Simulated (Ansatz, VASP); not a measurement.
# Two plane-wave programs on BN

POSCAR

```
BN
1.0
    2.4930709996      0.0000000000      0.0000000000
   -1.2465354998      2.1590628191      0.0000000000
    0.0000000000      0.0000000000      4.1236590347
B N
2 2
Direct
    0.3333333333      0.6666666667      0.0004218835
    0.6666666667      0.3333333333      0.5004218835
    0.3333333333      0.6666666667      0.3745781165
    0.6666666667      0.3333333333      0.8745781165
```

INCAR.step1

```
SYSTEM = BN
PREC     = Accurate       ! precision mode
ENCUT    = 520            ! plane-wave cutoff, eV
ISMEAR   = 0              ! smearing method
SIGMA    = 0.01           ! smearing width, eV
LREAL    = .False.        ! projectors in reciprocal space
LASPH    = .True.         ! aspherical terms in the spheres
NELM     = 80             ! most SCF steps
NBANDS   = 16             ! bands
GGA      = PE             ! functional
ALGO     = Normal         ! electronic algorithm
EDIFF    = 1E-4           ! SCF threshold, eV
LWAVE    = .True.         ! write WAVECAR
LCHARG   = .False.        ! write CHGCAR
```

The input INCAR.step2:

```
SYSTEM = BN
PREC     = Accurate       ! precision mode
ENCUT    = 520            ! plane-wave cutoff, eV
EDIFF    = 1E-6           ! SCF threshold, eV
ISMEAR   = 0              ! smearing method
SIGMA    = 0.01           ! smearing width, eV
LREAL    = .False.        ! projectors in reciprocal space
LASPH    = .True.         ! aspherical terms in the spheres
NELM     = 80             ! most SCF steps
ALGO     = Normal         ! electronic algorithm
ISIF     = 2              ! what is computed and relaxed
LWAVE    = .False.        ! write WAVECAR
LCHARG   = .True.         ! write CHGCAR
METAGGA  = R2SCAN         ! meta-GGA
LMIXTAU  = .True.       
LELF     = .True.         ! ELF
LVHAR    = .True.       
NBANDS   = 16             ! bands
ISTART   = 1
```

Contents of KPOINTS:

```
regular mesh
0
Gamma
  12 12 6
  0 0 0
```

Input for Ansatz:

```yaml
crystal:
  lattice:
    - [2.4930709996, 0.0, 0.0]
    - [-1.2465354998, 2.1590628191, 0.0]
    - [0.0, 0.0, 4.1236590347]
  atoms:
    - { symbol: B, position: [0.3333333333, 0.6666666667, 0.0004218835] }
    - { symbol: B, position: [0.6666666667, 0.3333333333, 0.5004218835] }
    - { symbol: "N", position: [0.3333333333, 0.6666666667, 0.3745781165] }
    - { symbol: "N", position: [0.6666666667, 0.3333333333, 0.8745781165] }
kpoints:
  mp_grid: { grid: [12, 12, 6] }
  band_path:
    path:
      - [0.0, 0.0, 0.0]
      - [0.5, 0.0, 0.0]
      - [0.3333333333, 0.3333333333, 0.0]
      - [0.0, 0.0, 0.5]
      - [0.5, 0.0, 0.5]
      - [0.3333333333, 0.3333333333, 0.5]
      - [0.1, 0.0, 0.0]
    npoints: 1
hamiltonian:
  xc: r2scan
scf:
  occupations: { method: fixed }
  n_extra_bands: 5
output:
  forces: true
  stress: true
  eigenvalues: true
```

Change from the starting cell: hydrostatic strain -2.0%.

Alike in both runs: task single point; functional r2SCAN; k mesh 12 × 12 × 6; no spin polarisation.

```csv
,VASP,Ansatz
version,VASP 6.6.1,Ansatz 0.2.0
potentials or method,"VASP PAW PBE potentials, release 64 (B, N)","plane waves, PAW"
plane-wave cutoff (eV),520,500
occupations,"gaussian, width 0.01 eV",fixed
valence electrons in the cell,16,16
```

Ansatz gave:

```
gap on the k mesh at the Fermi level (eV)                     : 5.63
pressure (GPa)                                                : 26.5
traceless stress, the component that is largest in VASP (GPa) : 0.27
```

Problem. Estimate VASP's values.

Solution. gap on the k mesh at the Fermi level (eV): 5.59; pressure (GPa): 27.9; traceless stress, the component that is largest in VASP (GPa): 0.29.

VASP's potentials were made for PBE, not for r2SCAN.
